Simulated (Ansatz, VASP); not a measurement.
# Two plane-wave programs on Mn

```
CELL_PARAMETERS angstrom
2.80000 0.00000 0.00000
0.00000 2.80000 0.00000
0.00000 0.00000 2.80000
ATOMIC_POSITIONS crystal
Mn 0.00000 0.00000 0.00000
Mn 0.50000 0.50000 0.50000
```

Alike in both runs: task single point; functional PBE; k mesh 4 × 4 × 4; collinear spin.

```csv
,VASP,Ansatz
version,VASP 6.6.1,Ansatz development build ahead of 0.2.0
potentials or method,"VASP PAW PBE potentials, release 64 (Mn_pv)","norm-conserving potentials, plane waves, scalar-relativistic"
plane-wave cutoff (eV),520,1306
occupations,"gaussian, width 0.1 eV",gaussian
```

```tsv
	VASP	Ansatz	Ansatz less VASP
net moment per atom (μB)	0.00	0.00	0.000
```

Ansatz's warnings: seeded moment not kept.

The k mesh is coarse, so the values compare programs but aren't converged.
